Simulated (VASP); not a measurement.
# Li2B (P-6m2) in VASP: notebook

Runs on Li2B. Level: PBE. Tasks: relaxation of cell and atoms, single point.

Program: VASP 6.6.1. These are calculated values, not measurements. Logs are shortened: lines on timing, memory, paths and dates and some standing lists are left out, and cuts for length are marked.

### 1 The cell of the first run

Symmetry: P-6m2, No. 187, hexagonal system. Conventional cell: a = 2.479 Å, b = 2.479 Å, c = 6.302 Å, α = 90.00°, β = 90.00°, γ = 120.00°. Within 3.1 Å of Li (site symmetry 3m) lie 3 B at 2.31 Å and 7 Li at 2.48 to 2.68 Å. B (site symmetry -6m2) has 6 Li at 2.31 Å and 6 B at 2.48 Å within 3.1 Å.

### 2 Relaxation of cell and atoms, PBE

INCAR reads:

```
PREC = Accurate ; ENCUT = 600
EDIFF = 1E-7 ; ISMEAR = 0
SIGMA = 0.1 ; LREAL = F
LASPH = T ; NELM = 60
ALGO = Normal ; ISIF = 3
LWAVE = F ; LCHARG = F
GGA = PE ; IBRION = 2
NSW = 90 ; EDIFFG = -0.04
```

KPOINTS reads:

```
regular mesh
0
Gamma
  6 6 4
```

POSCAR reads:

```
Li2B
1.0
    2.4788645717      0.0000000000      0.0000000000
   -1.2394322859      2.1467596916      0.0000000000
    0.0000000000      0.0000000000      6.3022476990
Li B
2 1
Direct
    0.6666666667      0.3333333333      0.7126091470
    0.6666666667      0.3333333333      0.2873908530
    0.3333333333      0.6666666667      0.0000000000
```

Potentials or basis: VASP PAW PBE potentials, release 64 (Li_sv, B).

The run is started by

```sh
cat potpaw_PBE.64/Li_sv/POTCAR potpaw_PBE.64/B/POTCAR > POTCAR
mpirun -np 1 vasp_std > vasp.out
```

OUTCAR:

```text
PREC = Accurate
   ENCUT = 600
   EDIFF = 1E-7
   ISMEAR = 0
   LREAL = F
   LASPH = T
   NELM = 60
   ISIF = 3
   GGA = PE
   IBRION = 2
   NSW = 90
   EDIFFG = -0.04

 ion  position               nearest neighbor table
   1  0.667  0.333  0.713-   3 2.31   3 2.31   3 2.31
   2  0.667  0.333  0.287-   3 2.31   3 2.31   3 2.31
   3  0.333  0.667  0.000-   1 2.31   2 2.31   1 2.31   2 2.31   1 2.31   2 2.31

  LATTYP: Found a hexagonal cell.
 ALAT       =     2.4788645717
 C/A-ratio  =     2.5423929048

  Lattice vectors:

 A1 = (   2.4788645717,   0.0000000000,   0.0000000000)
 A2 = (  -1.2394322859,   2.1467596916,   0.0000000000)
 A3 = (   0.0000000000,   0.0000000000,   6.3022476990)

Analysis of symmetry for initial positions (statically):
=====================================================================
 Subroutine PRICEL returns:
 Original cell was already a primitive cell.

 Routine SETGRP: Setting up the symmetry group for a
 hexagonal supercell.

 Subroutine GETGRP returns: Found 12 space group operations
 (whereof 12 operations were pure point group operations)
 out of a pool of 24 trial point group operations.

The static configuration has the point symmetry D_3h.

Analysis of symmetry for dynamics (positions and initial velocities):
=====================================================================
 Subroutine PRICEL returns:
 Original cell was already a primitive cell.

 Routine SETGRP: Setting up the symmetry group for a
 hexagonal supercell.

 Subroutine GETGRP returns: Found 12 space group operations
 (whereof 12 operations were pure point group operations)
 out of a pool of 24 trial point group operations.

The dynamic configuration has the point symmetry D_3h.

 Subroutine INISYM returns: Found 12 space group operations
 (whereof 12 operations are pure point group operations),
 and found     1 'primitive' translations

----------------------------------------------------------------------------------------

                                     Primitive cell

  volume of cell :      33.5376

  direct lattice vectors                    reciprocal lattice vectors
     2.478864572  0.000000000  0.000000000     0.403410501  0.232909162  0.000000000
    -1.239432286  2.146759692  0.000000000     0.000000000  0.465818323  0.000000000
     0.000000000  0.000000000  6.302247699     0.000000000  0.000000000  0.158673548

  length of vectors
     2.478864572  2.478864572  6.302247699     0.465818323  0.465818323  0.158673548

  position of ions in fractional coordinates (direct lattice)
     0.666666667  0.333333333  0.712609147
     0.666666667  0.333333333  0.287390853
     0.333333333  0.666666667  0.000000000

  ion indices of the primitive-cell ions
   primitive index   ion index
                 1           1
                 2           2
                 3           3

----------------------------------------------------------------------------------------

 KPOINTS: regular mesh

Automatic generation of k-mesh.
 Grid dimensions read from file:
 generate k-points for:    6    6    4

 Generating k-lattice:

  Cartesian coordinates                     Fractional coordinates (reciprocal lattice)
     0.067235084  0.038818194  0.000000000     0.166666667  0.000000000  0.000000000
     0.000000000  0.077636387  0.000000000     0.000000000  0.166666667  0.000000000
     0.000000000  0.000000000  0.039668387     0.000000000  0.000000000  0.250000000

  Length of vectors
     0.077636387  0.077636387  0.039668387

  Shift w.r.t. Gamma in fractional coordinates (k-lattice)
     0.000000000  0.000000000  0.000000000

 Subroutine IBZKPT returns following result:
 ===========================================

 Found     21 irreducible k-points:

 Following reciprocal coordinates:
            Coordinates               Weight
  0.000000  0.000000  0.000000      1.000000
  0.166667  0.000000  0.000000      6.000000
  0.333333  0.000000  0.000000      6.000000
  0.500000  0.000000  0.000000      3.000000
  0.166667  0.166667  0.000000      6.000000
  0.333333  0.166667  0.000000     12.000000
[... 13 lines left out ...]
  0.333333  0.166667  0.500000     12.000000
  0.333333  0.333333  0.500000      2.000000
   k-points           NKPTS =     21   k-points in BZ     NKDIM =     21   number of bands    NBANDS=      8
   number of dos      NEDOS =    301   number of ions     NIONS =      3
   total plane-waves  NPLWV =  20000
   dimension x,y,z NGX =    20 NGY =   20 NGZ =   50
   dimension x,y,z NGXF=    40 NGYF=   40 NGZF=  100
   ions per type =               2   1
   NGX,Y,Z   is equivalent  to a cutoff of  13.41, 13.41, 13.19 a.u.
   NGXF,Y,Z  is equivalent  to a cutoff of  26.83, 26.83, 26.38 a.u.
 SYSTEM =  unknown system
   PREC   = accura    normal or accurate (medium, high low for compatibility)
   ISTART =      0    job   : 0-new  1-cont  2-samecut
   ICHARG =      2    charge: 1-file 2-atom 10-const
   ISPIN  =      1    spin polarized calculation?
   LNONCOLLINEAR =      F non collinear calculations
   LSORBIT =      F    spin-orbit coupling
   LASPH  =      T    aspherical Exc in radial PAW
   ENCUT  =  600.0 eV  44.10 Ry    6.64 a.u.   4.95  4.95 12.59*2*pi/ulx,y,z
   NELM   =     60;   NELMIN=  2; NELMDL= -5     # of ELM steps
   EDIFF  = 0.1E-06   stopping-criterion for ELM
   LREAL  =      F    real-space projection
   EDIFFG = -.4E-01   stopping-criterion for IOM
   NSW    =     90    number of steps for IOM
   IBRION =      2    ionic relax: 0-MD 1-quasi-New 2-CG
   NFREE  =      1    steps in history (QN), initial steepest desc. (CG)
   ISIF   =      3    stress and relaxation
   ISYM   =      2    0-nonsym 1-usesym 2-fastsym
   POTIM  = 0.5000    time-step for ionic-motion
   TEBEG  =    0.0;   TEEND  =   0.0 temperature during run
   PSTRESS=    0.0 pullay stress
   NELECT =       9.0000    total number of electrons
   NUPDOWN=      -1.0000    fix difference up-down
   EMIN   =  10.00;   EMAX   =-10.00  energy-range for DOS
   EFERMI =   0.00;   METHOD = LEGACY
   ISMEAR =     0;   SIGMA  =   0.10  broadening in eV -4-tet -1-fermi 0-gaus
   EFERMI_NEDOS =   21; number of points for ismear=-14 and -15
   IALGO  =     38    algorithm
   IMIX   =      4    mixing-type and parameters
     AMIX     =   0.40;   BMIX     =  1.00
     AMIX_MAG =   1.60;   BMIX_MAG =  1.00
  volume/ion in A,a.u.               =      11.18        75.44
  Fermi-wavevector in a.u.,A,eV,Ry     =   1.055954  1.995464 15.171032  1.115039
  Thomas-Fermi vector in A             =   2.191172
   LORBIT       =      0    0 simple, 1 ext, 2 COOP (PROOUT), +10 PAW based schemes
   GGA     = PE    functional components
   LHFCALC =     F    Hartree Fock is set to
   AEXX    =    0.0000 exact exchange contribution
   IVDW    =     0    specifies the selected vdW correction
   LEPSILON=     F    determine dielectric tensor
   LRPA    =     F    only Hartree local field effects (RPA)
 conjugate gradient relaxation of ions
 non-spin polarized calculation
 Gauss-broadening in eV      SIGMA  =   0.10
  energy-cutoff  :      600.00
  volume of cell :       33.54
 maximum number of plane-waves:      1155
 NGX is ok and might be reduce to    20
   NGX =  9   NGY =  9   NGZ = 25

--------------------------------------- Ionic step        1  -------------------------------------------

 number of electron       8.9999994 magnetization

 Free energy of the ion-electron system (eV)
  ---------------------------------------------------
  ext. energy  EPLUGINS =         0.00000000
  ---------------------------------------------------
  free energy    TOTEN  =        -8.37458717 eV

  energy without entropy =       -8.36389240  energy(sigma->0) =       -8.36923978

------------------------ aborting loop because EDIFF is reached ----------------------------------------

  FORCE on cell =-STRESS in cart. coord.  units (eV):
  Direction    XX          YY          ZZ          XY          YZ          ZX
  --------------------------------------------------------------------------------------
  -------------------------------------------------------------------------------------
  Total        0.7536973      0.7536973     -1.0318681     -0.0000000      0.0000000      0.0000000
  in kB       36.0060799     36.0060799    -49.2950233     -0.0000000      0.0000000      0.0000000
  external PRESSURE =       7.5723788 kB  Pullay stress =       0.0000000 kB

 VOLUME and BASIS-vectors are now :
 -----------------------------------------------------------------------------
  energy-cutoff  :      600.00
  volume of cell :       33.54
      direct lattice vectors                 reciprocal lattice vectors
     2.478864572  0.000000000  0.000000000     0.403410501  0.232909162  0.000000000
    -1.239432286  2.146759692  0.000000000     0.000000000  0.465818323  0.000000000
     0.000000000  0.000000000  6.302247699     0.000000000  0.000000000  0.158673548

 POSITION                                       TOTAL-FORCE (eV/Angst)
 -----------------------------------------------------------------------------------
      1.23943      0.71559      4.49104         0.000000      0.000000      0.195954
      1.23943      0.71559      1.81121         0.000000     -0.000000     -0.195954
     -0.00000      1.43117      0.00000        -0.000000      0.000000      0.000000
 -----------------------------------------------------------------------------------
    total drift:                                0.000001     -0.000000      0.000000

  FREE ENERGIE OF THE ION-ELECTRON SYSTEM (eV)
  ---------------------------------------------------
  free  energy   TOTEN  =        -8.3745871651 eV
[... 202 lines left out ...]
 VOLUME and BASIS-vectors are now :
 -----------------------------------------------------------------------------
  energy-cutoff  :      600.00
  volume of cell :       35.17
      direct lattice vectors                 reciprocal lattice vectors
     2.567181471 -0.000000000 -0.000000000     0.389532260  0.224896555 -0.000000000
    -1.283590735  2.223244370 -0.000000000     0.000000000  0.449793110  0.000000000
     0.000000000 -0.000000000  6.161292255     0.000000000  0.000000000  0.162303614

 POSITION                                       TOTAL-FORCE (eV/Angst)
 -----------------------------------------------------------------------------------
      1.28359      0.74108      4.41886         0.000000     -0.000000      0.053831
      1.28359      0.74108      1.74243        -0.000000      0.000000     -0.053831
     -0.00000      1.48216     -0.00000         0.000000      0.000000      0.000000
 -----------------------------------------------------------------------------------
    total drift:                                0.000001     -0.000001      0.000000

  FREE ENERGIE OF THE ION-ELECTRON SYSTEM (eV)
  ---------------------------------------------------
  free  energy   TOTEN  =        -8.4188716554 eV

  energy  without entropy=       -8.4068069409  energy(sigma->0) =       -8.41283930

--------------------------------------- Ionic step        8  -------------------------------------------

 number of electron       9.0000006 magnetization

 Free energy of the ion-electron system (eV)
  ---------------------------------------------------
  ext. energy  EPLUGINS =         0.00000000
  ---------------------------------------------------
  free energy    TOTEN  =        -8.41972359 eV

  energy without entropy =       -8.40718130  energy(sigma->0) =       -8.41345244

 E-fermi :   2.1365     XC(G=0):  -8.9370

 val. band max:        2.1269466774   @ k =   0.5000   0.0000   0.2500
 cond. band min:       2.1726950592   @ k =   0.3333   0.1667   0.2500
 fundamental gap:      0.0457483818
 Fermi energy:         2.1365391155

 k-point     1 :       0.0000    0.0000    0.0000
  band No.  band energies     occupation
      1     -43.1309      2.00000
      2     -43.1161      2.00000
      3      -6.9006      2.00000
      4      -0.6057      2.00000
      5      -0.1867      2.00000
      6       8.3377      0.00000
      7      10.8169      0.00000
      8      11.2758      0.00000

 k-point     2 :       0.1667    0.0000    0.0000
  band No.  band energies     occupation
      1     -43.1105      2.00000
      2     -43.0963      2.00000
      3      -6.2371      2.00000
      4      -0.0848      2.00000
      5       0.4728      2.00000
      6       8.2847      0.00000
      7       8.7279      0.00000
      8       9.9059      0.00000

 k-point     3 :       0.3333    0.0000    0.0000
  band No.  band energies     occupation
      1     -43.0693      2.00000
      2     -43.0565      2.00000
      3      -4.2588      2.00000
      4       1.3264      2.00000
      5       2.0936      1.45618
      6       4.0016      0.00000
      7       8.5305      0.00000
      8       9.2970      0.00000
[... 209 lines left out ...]
 VOLUME and BASIS-vectors are now :
 -----------------------------------------------------------------------------
  energy-cutoff  :      600.00
  volume of cell :       35.34
      direct lattice vectors                 reciprocal lattice vectors
     2.569401849 -0.000000000  0.000000000     0.389195641  0.224702208 -0.000000000
    -1.284700925  2.225167274 -0.000000000     0.000000000  0.449404416  0.000000000
     0.000000000 -0.000000000  6.181486242     0.000000000  0.000000000  0.161773392

 POSITION                                       TOTAL-FORCE (eV/Angst)
 -----------------------------------------------------------------------------------
      1.28470      0.74172      4.44639         0.000000     -0.000000      0.007760
      1.28470      0.74172      1.73510        -0.000000      0.000000     -0.007760
     -0.00000      1.48344     -0.00000         0.000000     -0.000000      0.000000
 -----------------------------------------------------------------------------------
    total drift:                                0.000001     -0.000001      0.000000

  FREE ENERGIE OF THE ION-ELECTRON SYSTEM (eV)
  ---------------------------------------------------
  free  energy   TOTEN  =        -8.4197235923 eV

  energy  without entropy=       -8.4071812971  energy(sigma->0) =       -8.41345244

 reached required accuracy - stopping structural energy minimisation
```

Run time: 25 s. Hardware: 1 thread of Intel Xeon Platinum 8375C at 2.90GHz (Ice Lake), shared host; peak memory 0.14 GiB.

Results:

| Item | Value |
| --- | --- |
| Free energy | -8.4197 eV |
| Relaxed volume | 11.78 Å³/atom |
| Relaxed cell | a = 2.569 Å, b = 2.569 Å, c = 6.181 Å, α = 90.00°, β = 90.00°, γ = 120.00° |
| Space group after relaxing (to 0.05 Å) | P-6m2 (No. 187) |
| Energy gained by relaxing | 15.0 meV/atom |
| Ionic steps | 8 |
| Pressure after relaxing | 0.0 GPa |
| Largest force after relaxing | 0.008 eV/Å |

Forces in eV/Å, atoms in the order of the input:
```
Li   0.000  0.000  0.008
Li   0.000  0.000 -0.008
B    0.000  0.000  0.000
```

The path:
```csv
step,energy change (eV),largest force (eV/Å),pressure (GPa),volume (Å³)
1,0.0000,0.1960,0.76,33.54
2,-0.0299,0.1127,0.92,33.79
3,-0.0394,0.0329,1.14,33.98
4,-0.0396,0.0182,1.19,34.01
5,-0.0425,0.0461,0.56,34.54
6,-0.0436,0.0743,-0.07,35.09
7,-0.0443,0.0538,-0.04,35.17
8,-0.0451,0.0078,0.03,35.34
```

Final structure:
```
Li B
1.0
     2.56940    0.00000    0.00000
    -1.28470    2.22517    0.00000
     0.00000    0.00000    6.18149
Li B
2 1
Direct
  0.66667 0.33333 0.71931
  0.66667 0.33333 0.28069
  0.33333 0.66667 0.00000
```

Caveat: the k points lie up to 0.47 Å⁻¹ apart in the final cell; the cutoff is under 1.25 times the usual one of these potentials, so pressure, stress and relaxed cells hold a basis-set (Pulay) error.

### 3 Relaxation of cell and atoms, PBE

This run uses another cell than the first one, of 13.43 Å³/atom, 1.201 times its volume.

INCAR reads:

```
PREC = Accurate
ENCUT = 600
EDIFF = 1E-6
ISMEAR = 0
SIGMA = 0.1
LREAL = F
LASPH = T
NELM = 80
ALGO = Normal
ISIF = 3
LWAVE = F
LCHARG = F
GGA = PE
IBRION = 2
NSW = 90
EDIFFG = -0.04
```

KPOINTS reads:

```
regular mesh
0
Gamma
  12 12 2
```

POSCAR reads:

```
Li2B
1.0
    2.0595510500      0.0000000000      0.0000000000
   -1.0297755300      1.7836235300      0.0000000000
    0.0000000000      0.0000000000     10.9660448900
Li B
2 1
Direct
    0.6666666700      0.3333333300      0.9079995200
    0.6666666700      0.3333333300      0.0920004800
    0.3333333300      0.6666666700      0.0000000000
```

Potentials or basis: VASP PAW PBE potentials, release 64 (Li_sv, B).

The run is started by

```sh
cat potpaw_PBE.64/Li_sv/POTCAR potpaw_PBE.64/B/POTCAR > POTCAR
mpirun -np 1 vasp_std > vasp.out
```

Run time: 3.5 min. Hardware: 1 thread of Intel Xeon Platinum 8375C at 2.90GHz (Ice Lake), shared host; peak memory 0.16 GiB.

The run converged. Its results:

- Free energy: -8.4738 eV
- Relaxed volume: 10.71 Å³/atom
- Relaxed cell: a = 2.430 Å, b = 2.430 Å, c = 6.285 Å, α = 90.00°, β = 90.00°, γ = 120.00°
- Space group after relaxing (to 0.05 Å): P-6m2 (No. 187)
- Energy gained by relaxing: 3109.3 meV/atom
- Ionic steps: 37
- Largest force after relaxing: 0.022 eV/Å

Forces in eV/Å, atoms in the order of the input:
```
Li   0.000  0.000  0.022
Li   0.000  0.000 -0.022
B    0.000  0.000  0.000
```

The path:
| step | energy change (eV) | largest force (eV/Å) | pressure (GPa) | volume (Å³) |
| --- | --- | --- | --- | --- |
| 1 | 0.0000 | 12.0020 | 79.46 | 40.28 |
| 2 | -7.5784 | 0.9130 | -6.73 | 92.75 |
| 3 | -8.5734 | 0.1191 | -0.71 | 69.78 |
| 4 | -8.5780 | 0.0585 | -0.28 | 69.08 |
| 5 | -8.5797 | 0.0190 | 0.26 | 68.26 |
| 6 | -8.6101 | 0.0715 | 0.31 | 68.64 |
| 7 | -8.6472 | 0.3058 | 0.28 | 69.56 |
| 8 | -8.6482 | 0.2524 | 0.30 | 69.44 |
| 9 | -8.6554 | 0.1573 | -0.30 | 70.14 |
| 10 | -8.6572 | 0.0834 | -0.77 | 70.71 |
| 11 | -8.6631 | 0.0705 | -0.70 | 70.07 |
| 12 | -8.6775 | 0.0472 | -0.52 | 68.18 |
| 13 | -8.6959 | 0.0151 | -0.09 | 64.44 |
| 14 | -8.7094 | 0.0574 | 0.88 | 57.15 |
| 15 | -8.7177 | 0.0189 | 0.11 | 57.08 |
| 16 | -8.7206 | 0.0911 | -0.65 | 56.98 |
| 17 | -8.7280 | 0.0579 | -0.83 | 56.09 |
| 18 | -8.7458 | 0.1378 | -1.24 | 53.19 |
| 19 | -8.7551 | 0.7792 | -0.66 | 46.36 |
| 20 | -6.5705 | 1.9408 | 19.04 | 28.30 |
| 21 | -7.4164 | 3.2674 | 13.18 | 45.48 |
| 22 | -6.9062 | 4.0375 | 16.87 | 37.57 |
| 23 | -6.4353 | 4.5499 | 20.81 | 33.11 |
| 24 | -6.0740 | 4.6899 | 24.32 | 30.55 |
| 25 | -5.8787 | 4.6606 | 26.33 | 29.34 |
| 26 | -6.2804 | 3.9918 | 21.46 | 30.14 |
| 27 | -7.1850 | 2.2376 | 9.36 | 32.59 |
| 28 | -7.8304 | 0.3363 | -4.72 | 37.80 |
| 29 | -7.8314 | 0.4775 | -5.41 | 38.22 |
| 30 | -8.0772 | 0.4302 | -5.67 | 37.96 |
| 31 | -8.7032 | 0.3810 | -5.31 | 36.85 |
| 32 | -9.2937 | 0.3992 | -2.74 | 33.34 |
| 33 | -9.3154 | 0.2455 | -1.14 | 32.50 |
| 34 | -9.3217 | 0.0947 | 0.51 | 31.76 |
| 35 | -9.3253 | 0.0649 | 0.46 | 31.83 |
| 36 | -9.3273 | 0.0292 | 0.42 | 31.94 |
| 37 | -9.3279 | 0.0225 | 0.16 | 32.14 |

Final structure:
```
Li B
1.0
     2.42985    0.00000    0.00000
    -1.21493    2.10431    0.00000
     0.00000    0.00000    6.28481
Li B
2 1
Direct
  0.66667 0.33333 0.70905
  0.66667 0.33333 0.29095
  0.33333 0.66667 0.00000
```

Levels at points of the mesh, in eV from the Fermi level:
| k point | band 2 | band 3 | band 4 | band 5 | band 6 | band 7 | band 8 |
| --- | --- | --- | --- | --- | --- | --- | --- |
| (0.00, 0.00, 0.00) | -45.50 | -10.17 | -3.65 | -2.68 | 5.88 | 7.73 | 9.73 |
| (0.50, 0.00, 0.00) | -45.36 | -3.80 | -3.30 | 0.21 | 2.75 | 5.73 | 5.83 |
| (0.00, 0.00, 0.50) | -45.50 | -10.17 | -4.04 | -1.94 | 3.76 | 9.73 | 9.73 |
| (0.50, 0.00, 0.50) | -45.36 | -3.76 | -3.25 | -0.42 | 4.23 | 5.67 | 5.82 |

Caveat: the cutoff is under 1.25 times the usual one of these potentials, so pressure, stress and relaxed cells hold a basis-set (Pulay) error; the volume moved by over 15 % at a fixed basis, so the end points are rough.

[end of part 1 of 2]
